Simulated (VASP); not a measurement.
# BN: single point with PBE+D3(BJ)

BN:

```
B N
1.0
     0.00000    3.05417    2.05997
     1.42281    0.00000    2.05997
     1.42281    3.05417    0.00000
B N
1 1
Direct
  0.00503 0.00503 0.99497
  0.66167 0.66167 0.33833
```

This cell differs from its parent crystal: strain +e along x and -e along y +0.1100, strain +e along z and -e/2 along x and y -0.0500.

* Program: VASP 6.6.1
* Task: single point
* Functional: PBE
* Dispersion: D3(BJ)
* Potentials or basis: VASP PAW PBE potentials, release 64 (B, N)
* Cutoff: 600 eV
* k mesh: 12 × 12 × 12
* Occupations: gaussian, width 0.05 eV
* Spin: no spin polarisation
* Dipole correction: no
* Further INCAR settings: ALGO = Normal; EDIFF = 1e-06; NBANDS = 11

```yaml
Pressure: -20.9 GPa
Largest_force: 0.029 eV/Å
Band_gap_on_the_k_mesh: 3.07 eV (least direct gap 4.21 eV)
Dispersion_energy_per_atom: -0.145 eV
```

Forces on the atoms (eV/Å):
```
B    0.000  0.000  0.029
N    0.000  0.000 -0.029
```

Stress tensor (GPa, compression positive):
```
-83.72   0.00   0.00
  0.00   1.88   0.00
  0.00   0.00  19.24
```

Levels at points of the mesh, in eV from the valence-band top:
```tsv
k point	band 1	band 2	band 3	band 4	band 5	band 6	band 7	band 8
(0.00, 0.00, 0.00)	-18.13	-3.76	-2.50	-1.83	4.47	9.07	9.77	10.61
(0.50, 0.00, 0.00)	-15.39	-9.45	-3.67	-1.98	3.37	9.67	12.16	15.27
(0.50, 0.50, 0.00)	-14.48	-8.94	-6.15	0.00	4.81	5.41	12.64	14.87
(0.50, 0.00, 0.50)	-17.59	-6.92	-2.62	-1.83	7.26	8.69	9.48	14.13
(0.00, 0.50, 0.50)	-14.22	-8.44	-6.36	-1.61	3.07	4.49	13.15	19.20
```

It took 82 s on 1 thread of Intel Xeon 8259CL (shared host), peak memory 0.2 GiB.

Caveat: the cell differs from its parent crystal (strain +e along x and -e along y +0.1100, strain +e along z and -e/2 along x and y -0.0500); the stress differs along the axes, from -84 to 19 GPa. A k mesh can miss the band edges.
